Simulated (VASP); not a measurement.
A run of VASP 6.6.1 is set up as follows.

Contents of INCAR:

```
SYSTEM = Ga3PN2
  PREC = Accurate
  ENCUT = 520
  EDIFF = 1E-6
  ISMEAR = 0
  SIGMA = 0.1
  LREAL = .FALSE.
  LASPH = .TRUE.
  NELM = 100
  ALGO = Normal
  ISIF = 2
  LWAVE = .FALSE.
  LCHARG = .FALSE.
  GGA = PE
  NBANDS = 36
```

Contents of KPOINTS:

```
Automatic mesh
0
G
  6 6 4
  0 0 0
```

The input POSCAR:

```
Ga3PN2
1.0
    3.1663685627      0.0000000000      0.0000000000
   -1.5831842814      2.7421556130      0.0000000000
    0.0000000000      0.0000000000      8.4042865077
Ga P N
3 1 2
Direct
    0.0000000000      0.0000000000      0.5000000000
    0.6666666667      0.3333333333      0.7888407113
    0.3333333333      0.6666666667      0.2111592887
    0.0000000000      0.0000000000      0.0000000000
    0.6666666667      0.3333333333      0.3499385312
    0.3333333333      0.6666666667      0.6500614688
```

Potentials or basis: VASP PAW PBE potentials, release 64 (Ga_d, P, N).

Run with:

```sh
$ cat potpaw_PBE.64/Ga_d/POTCAR potpaw_PBE.64/P/POTCAR potpaw_PBE.64/N/POTCAR > POTCAR
$ mpirun -np 1 vasp_std > vasp.out
```

**Question.** What does it give for the band gap on the k mesh?

**Answer.** Zero (band 27 reaches 9.93 eV, above the bottom of band 28 at 7.68 eV).

**Question.** Estimate the largest force.

**Answer.** 0.048 eV/Å.

**Question.** What does it give for the pressure?

**Answer.** 0.4 GPa.

Stress tensor (GPa, compression positive):
```
0.41 0.00 0.00
0.00 0.41 0.00
0.00 0.00 0.53
```

Caveat: the k points lie up to 0.38 Å⁻¹ apart.
